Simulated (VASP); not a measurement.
A run of VASP 6.6.1 is set up as follows.

File INCAR:

```
SYSTEM = Ta2Ti
PREC = Accurate
ENCUT = 520
EDIFF = 1E-6
ISMEAR = 0
SIGMA = 0.1
LREAL = .False.
LASPH = .True.
NELM = 60
ALGO = Normal
ISIF = 2
LWAVE = .False.
LCHARG = .True.
GGA = PE
LELF = .True.
LVHAR = .True.
NBANDS = 24
```

Contents of KPOINTS:

```
Automatic mesh
0
Gamma
  6 6 4
  0 0 0
```

POSCAR

```
Ta2Ti
1.0
    2.7833020036      0.0000000000      0.0000000000
    0.0000000000      2.7833020036      0.0000000000
    0.0000000000      0.0000000000      7.2895617834
Ti Ta
1 2
Direct
    0.0000000000      0.0000000000      0.0000000000
    0.5000000000      0.5000000000      0.3052873232
    0.5000000000      0.5000000000      0.6947126768
```

Potentials or basis: VASP PAW PBE potentials, release 64 (Ti_sv, Ta_pv).

Command:

```console
$ cat potpaw_PBE.64/Ti_sv/POTCAR potpaw_PBE.64/Ta_pv/POTCAR > POTCAR
$ mpirun -np 1 vasp_std > vasp.out
```

Predict the band gap on the k mesh.

zero (band 17 reaches 6.16 eV, above the bottom of band 18 at 5.79 eV).

Estimate the pressure.

-0.1 GPa.

Stress tensor (GPa, compression positive):
```
-0.01  0.00  0.00
 0.00 -0.01  0.00
 0.00  0.00 -0.19
```

Caveat: the k points lie up to 0.38 Å⁻¹ apart; spin-orbit coupling is left out, which moves the levels of the heavy elements.
